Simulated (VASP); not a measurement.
# Ag2Pb in VASP: single point with PBE+U

Aim: the single point of Ag2Pb with PBE+U.

Everything below comes from runs of VASP 6.6.1. Logs are shortened: lines on timing, memory, paths and dates and some standing lists are left out, and cuts for length are marked.

### Step 1. The cell of the first run

The typed cell holds 3 atoms: a = 4.647 Å, b = 4.647 Å, c = 4.071 Å, α = 90.00°, β = 90.00°, γ = 120.00°.

### Step 2. Single point, PBE+U

INCAR reads:

```
SYSTEM = Ag2Pb
ALGO     = Normal         ! electronic algorithm
EDIFF    = 1E-6           ! SCF threshold, eV
ENCUT    = 630            ! plane-wave cutoff, eV
GGA      = PE             ! functional
GGA_COMPAT= .False.      
ISIF     = 2              ! what is computed and relaxed
ISMEAR   = -1             ! smearing method
LASPH    = .True.         ! aspherical terms in the spheres
LCHARG   = .True.         ! write CHGCAR
LDAU     = .True.         ! DFT+U
LDAUJ    = 0 0          
LDAUL    = 2 -1           ! shell
LDAUPRINT= 1            
LDAUTYPE = 2            
LDAUU    = 2 0            ! U, eV
LELF     = .True.         ! ELF
LMAXMIX  = 4              ! l up to which the mixer works
LREAL    = .False.        ! projectors in reciprocal space
LVHAR    = .True.       
LWAVE    = .False.        ! write WAVECAR
NBANDS   = 33             ! bands
NELM     = 200            ! most SCF steps
PREC     = Accurate       ! precision mode
SIGMA    = 0.1            ! smearing width, eV
```

KPOINTS reads:

```
k-points
0
Gamma
  5 5 5
  0 0 0
```

POSCAR reads:

```
Ag2Pb
1.0
    4.6473590000      0.0000000000      0.0000000000
   -2.3236800000      4.0247350000      0.0000000000
    0.0000000000      0.0000000000      4.0709840000
Ag Pb
2 1
Direct
    0.3333000000      0.6667000000      0.5000000000
    0.6666000000      0.3333000000      0.5000000000
    0.0000000000      0.0000000000      0.0000000000
```

Potentials or basis: VASP PAW PBE potentials, release 64 (Ag_sv_GW, Pb_d).

Run with:

```sh
> cat potpaw_PBE.64/Ag_sv_GW/POTCAR potpaw_PBE.64/Pb_d/POTCAR > POTCAR
> mpirun -np 1 vasp_std > vasp.out
```

OUTCAR:

```text
SYSTEM = Ag2Pb
   EDIFF = 1E-6
   ENCUT = 630
   GGA = PE
   ISIF = 2
   ISMEAR = -1
   LASPH = .True.
   LREAL = .False.
   NELM = 200
   PREC = Accurate

 ion  position               nearest neighbor table
   1  0.333  0.667  0.500-   3 3.37   3 3.37   3 3.37   3 3.37   3 3.37   3 3.37
   2  0.667  0.333  0.500-   3 3.37   3 3.37   3 3.37   3 3.37   3 3.37   3 3.37
   3  0.000  0.000  0.000-   2 3.37   2 3.37   1 3.37   1 3.37   1 3.37   1 3.37   2 3.37   2 3.37
                             2 3.37   2 3.37   1 3.37   1 3.37

  LATTYP: Found a hexagonal cell.
 ALAT       =     4.6473590000
 C/A-ratio  =     0.8759779479

  Lattice vectors:

 A1 = (   4.6473590000,   0.0000000000,   0.0000000000)
 A2 = (  -2.3236800000,   4.0247350000,   0.0000000000)
 A3 = (   0.0000000000,   0.0000000000,   4.0709840000)

Analysis of symmetry for initial positions (statically):
=====================================================================
 Subroutine PRICEL returns:
 Original cell was already a primitive cell.

 Routine SETGRP: Setting up the symmetry group for a
 hexagonal supercell.

 Subroutine GETGRP returns: Found  4 space group operations
 (whereof  4 operations were pure point group operations)
 out of a pool of 24 trial point group operations.

The static configuration has the point symmetry C_2v.

Analysis of symmetry for dynamics (positions and initial velocities):
=====================================================================
 Subroutine PRICEL returns:
 Original cell was already a primitive cell.

 Routine SETGRP: Setting up the symmetry group for a
 hexagonal supercell.

 Subroutine GETGRP returns: Found  4 space group operations
 (whereof  4 operations were pure point group operations)
 out of a pool of 24 trial point group operations.

The dynamic configuration has the point symmetry C_2v.

 Subroutine INISYM returns: Found  4 space group operations
 (whereof  4 operations are pure point group operations),
 and found     1 'primitive' translations

[... 179 lines left out ...]
 -0.0000  0.0000  0.8639  0.0000 -0.0000
  0.0000 -0.0000  0.0000  0.8619  0.0000
 -0.0000  0.0000 -0.0000  0.0000  0.8539

spin component  2

  0.8539  0.0000 -0.0000  0.0000 -0.0000
  0.0000  0.8619  0.0000 -0.0000  0.0000
 -0.0000  0.0000  0.8639  0.0000 -0.0000
  0.0000 -0.0000  0.0000  0.8619  0.0000
 -0.0000  0.0000 -0.0000  0.0000  0.8539

 occupancies and eigenvectors

  o =  0.8539  v = -0.5914 -0.0000 -0.0003 -0.0000 -0.8063  0.0000  0.0000  0.0000  0.0000  0.0000      0.0000  0.0000  0.0000  0.0000  0.0000  0.0000  0.0000  0.0000  0.0000  0.0000
  o =  0.8539  v =  0.0000  0.0000  0.0000  0.0000  0.0000 -0.5914 -0.0000 -0.0003 -0.0000 -0.8063      0.0000  0.0000  0.0000  0.0000  0.0000  0.0000  0.0000  0.0000  0.0000  0.0000
  o =  0.8539  v =  0.0000  0.0000  0.0000  0.0000  0.0000  0.8063 -0.0000 -0.0001 -0.0000 -0.5914      0.0000  0.0000  0.0000  0.0000  0.0000  0.0000  0.0000  0.0000  0.0000  0.0000
  o =  0.8539  v =  0.8063 -0.0000 -0.0001 -0.0000 -0.5914  0.0000  0.0000  0.0000  0.0000  0.0000      0.0000  0.0000  0.0000  0.0000  0.0000  0.0000  0.0000  0.0000  0.0000  0.0000
  o =  0.8619  v = -0.0000 -0.5728  0.0000 -0.8197  0.0000  0.0000  0.0000  0.0000  0.0000  0.0000      0.0000  0.0000  0.0000  0.0000  0.0000  0.0000  0.0000  0.0000  0.0000  0.0000
  o =  0.8619  v =  0.0000  0.0000  0.0000  0.0000  0.0000 -0.0000 -0.5728  0.0000 -0.8197  0.0000      0.0000  0.0000  0.0000  0.0000  0.0000  0.0000  0.0000  0.0000  0.0000  0.0000
  o =  0.8619  v = -0.0000 -0.8197  0.0000  0.5728  0.0000  0.0000  0.0000  0.0000  0.0000  0.0000      0.0000  0.0000  0.0000  0.0000  0.0000  0.0000  0.0000  0.0000  0.0000  0.0000
  o =  0.8619  v =  0.0000  0.0000  0.0000  0.0000  0.0000 -0.0000 -0.8197  0.0000  0.5728  0.0000      0.0000  0.0000  0.0000  0.0000  0.0000  0.0000  0.0000  0.0000  0.0000  0.0000
  o =  0.8639  v =  0.0000  0.0000  0.0000  0.0000  0.0000 -0.0001  0.0000  1.0000 -0.0000 -0.0003      0.0000  0.0000  0.0000  0.0000  0.0000  0.0000  0.0000  0.0000  0.0000  0.0000
  o =  0.8639  v = -0.0001  0.0000  1.0000 -0.0000 -0.0003  0.0000  0.0000  0.0000  0.0000  0.0000      0.0000  0.0000  0.0000  0.0000  0.0000  0.0000  0.0000  0.0000  0.0000  0.0000

 number of electron      52.0000004 magnetization

 Free energy of the ion-electron system (eV)
  ---------------------------------------------------
  ext. energy  EPLUGINS =         0.00000000
  ---------------------------------------------------
  free energy    TOTEN  =        -1.70642054 eV

  energy without entropy =       -1.63727315  energy(sigma->0) =       -1.67184684

 E-fermi :   5.5142     XC(G=0): -10.4494

 val. band max:        5.4638833880   @ k =  -0.4000   0.2000   0.2000
 cond. band min:       5.6003214555   @ k =   0.2000   0.0000   0.4000
 fundamental gap:      0.1364380676
 Fermi energy:         5.5141562176

 k-point     1 :       0.0000    0.0000    0.0000
  band No.  band energies     occupation
      1     -85.9975      2.00000
      2     -85.9723      2.00000
      3     -49.5785      2.00000
      4     -49.5783      2.00000
      5     -49.4541      2.00000
      6     -49.4421      2.00000
[... 853 lines left out ...]
     32      13.2544      0.00000
     33      14.4675      0.00000

 [... further k-points ...]

------------------------ aborting loop because EDIFF is reached ----------------------------------------

  FORCE on cell =-STRESS in cart. coord.  units (eV):
  Direction    XX          YY          ZZ          XY          YZ          ZX
  --------------------------------------------------------------------------------------
  -------------------------------------------------------------------------------------
  Total        0.3110888      0.3149856     -2.1604542     -0.0000000      0.0000000      0.0000000
  in kB        6.5456390      6.6276323    -45.4582528     -0.0000008      0.0000000      0.0000000
  external PRESSURE =     -10.7616605 kB  Pullay stress =       0.0000000 kB

 VOLUME and BASIS-vectors are now :
 -----------------------------------------------------------------------------
  energy-cutoff  :      630.00
  volume of cell :       76.15
      direct lattice vectors                 reciprocal lattice vectors
     4.647359000  0.000000000  0.000000000     0.215175974  0.124231808  0.000000000
    -2.323680000  4.024735000  0.000000000     0.000000000  0.248463563  0.000000000
     0.000000000  0.000000000  4.070984000     0.000000000  0.000000000  0.245640857

 POSITION                                       TOTAL-FORCE (eV/Angst)
 -----------------------------------------------------------------------------------
     -0.00023      2.68329      2.03549         0.000095     -0.001513      0.000000
      2.32345      1.34144      2.03549         0.000095      0.001513      0.000000
      0.00000      0.00000      0.00000        -0.000190      0.000000      0.000000
 -----------------------------------------------------------------------------------
    total drift:                               -0.000026     -0.000000     -0.000000

  FREE ENERGIE OF THE ION-ELECTRON SYSTEM (eV)
  ---------------------------------------------------
  free  energy   TOTEN  =        -1.7064205357 eV

  energy  without entropy=       -1.6372731456  energy(sigma->0) =       -1.67184684
```

stdout:

```text
POSCAR found type information on POSCAR AgPb
 POSCAR found :  2 types and       3 ions
 scaLAPACK will be used
 LDA part: xc-table for (Slater+PW92), standard interpolation
 POSCAR, INCAR and KPOINTS ok, starting setup
 FFT: planning ... GRIDC
 FFT: planning ... GRID_SOFT
 FFT: planning ... GRID
 WAVECAR not read
 entering main loop
```

Run time: 92 s. Hardware: 1 thread of Intel Xeon Platinum 8259CL at 2.50GHz (Skylake/Cascade Lake), shared host; peak memory 0.29 GiB.

What came out:

```yaml
Free_energy: -1.7064 eV
Pressure: -1.1 GPa
Band_gap_on_the_k_mesh: zero (bands 26 and 27 overlap by 2.77 eV)
```

Levels at points of the mesh, in eV from the Fermi level:
```
           k point  band 23  band 24  band 25  band 26  band 27  band 28  band 29  band 30
(0.00, 0.00, 0.00)    -4.02    -4.02    -0.82     1.01     1.86     1.86     4.09     4.09
```

Eigenvalues of the final occupation matrices:
| site | spin | trace | eigenvalues |
| --- | --- | --- | --- |
| site 1 d | 1 | 4.30 | 0.85 0.85 0.86 0.86 0.86 |
| site 1 d | 2 | 4.30 | 0.85 0.85 0.86 0.86 0.86 |
| site 2 d | 1 | 4.30 | 0.85 0.85 0.86 0.86 0.86 |
| site 2 d | 2 | 4.30 | 0.85 0.85 0.86 0.86 0.86 |

Caveat: the stress differs along the axes, from -5 to 1 GPa; spin-orbit coupling is left out, which moves the levels of the heavy elements; U without spin polarisation on a metal has little footing; the U is typed as a test and isn't derived for this compound.

The gap in the log of VASP goes by the Fermi energy; the results here count the filled bands.